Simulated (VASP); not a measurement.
Set up this calculation in VASP 6.6.1, as the native input.

| Quantity | Value |
| --- | --- |
| Task | single point |
| Functional | PBE |
| Potentials or basis | VASP PAW PBE potentials, release 64 (C) |
| Cutoff | 520 eV |
| k mesh | 8 × 8 × 8 |
| Occupations | gaussian, width 0.1 eV |
| Spin | no spin polarisation |
| Dipole correction | no |
| Further INCAR settings | ALGO = Normal; EDIFF = 1e-06; NBANDS = 16 |

The structure of C lies in POSCAR:

```
C
1.0
   -1.3885943000      1.3885943000      2.7695623600
    1.3885943000     -1.3885943000      2.7695623600
    1.3885943000      1.3885943000     -2.7695623600
C
4
Direct
    0.3750000000      0.9863820100      0.1113820100
    0.7363820100      0.1250000000      0.1113820100
    0.0136179900      0.6250000000      0.8886179900
    0.8750000000      0.2636179900      0.8886179900
```

The cell was built from a structure type or drawn by symmetry, and may not be a known phase.

The input as run:

INCAR

```
SYSTEM = C
ALGO     = Normal         ! electronic algorithm
EDIFF    = 1E-6           ! SCF threshold, eV
ENCUT    = 520            ! plane-wave cutoff, eV
GGA      = PE             ! functional
ISIF     = 2              ! what is computed and relaxed
ISMEAR   = 0              ! smearing method
LASPH    = .True.         ! aspherical terms in the spheres
LCHARG   = .False.        ! write CHGCAR
LREAL    = .False.        ! projectors in reciprocal space
LWAVE    = .False.        ! write WAVECAR
NBANDS   = 16             ! bands
NELM     = 80             ! most SCF steps
PREC     = Accurate       ! precision mode
SIGMA    = 0.1            ! smearing width, eV
```

KPOINTS

```
k-points
0
Gamma
  8 8 8
  0 0 0
```

Potentials or basis: VASP PAW PBE potentials, release 64 (C).

The run is started by

```sh
$ cat potpaw_PBE.64/C/POTCAR > POTCAR
$ mpirun -np 1 vasp_std > vasp.out
```

Results of the run:

| Item | Value |
| --- | --- |
| Pressure | 78.2 GPa |
| Largest force | 1.980 eV/Å |
| Band gap on the k mesh | zero (bands 8 and 9 overlap by 1.28 eV) |

Caveat: the cell stands under pressure; forces of over 1 eV/Å act on the atoms, so gaps and moduli don't describe the material at rest.

Wall time 23 s on 1 thread of Intel(R) Xeon(R) Platinum 8259CL CPU @ 2.50GHz (Skylake/Cascade Lake) (shared host), peak memory 0.15 GiB.
